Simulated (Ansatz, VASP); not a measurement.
**InSbO in VASP and in Ansatz**

```
In Sb O
1.0
     4.33539    0.00000    0.00000
    -2.16770    3.75456    0.00000
     0.00000    0.00000    4.36912
In Sb O
1 1 1
Cartesian
  0.0000 0.0000 0.0000
  0.0000 2.5030 2.1846
  2.1677 1.2515 2.1846
```

Change from the starting cell: species swapped into the NdAlSi type (P-6m2, No. 187).

Alike in both runs: task single point; functional PBE; k mesh 6 × 6 × 4; occupations gaussian, width 0.1 eV; no spin polarisation.

|  | VASP | Ansatz |
| --- | --- | --- |
| version | VASP 6.6.1 | Ansatz 0.2.0 |
| potentials or method | VASP PAW PBE potentials, release 64 (In_d, Sb, O), cutoff 520 eV | scalar-relativistic, plane waves, PAW |
| valence electrons in the cell | 24 | 34 |

```csv
,VASP,Ansatz,Ansatz less VASP
gap on the k mesh at the Fermi level (eV),none,none,-
pressure (GPa),-6.0,-5.8,+0.20
"traceless stress, the component that is largest in VASP (GPa)",4.53,4.41,-0.122
```

A gap of «none» marks a metal or a gap that the smearing closes. The functional is the same, so the differences come from potentials, cutoffs and numerics. VASP's potentials hold 24 valence electrons a cell and Ansatz's 34, so a difference there can come from the potentials and not from the codes.

Spin-orbit coupling is off throughout.
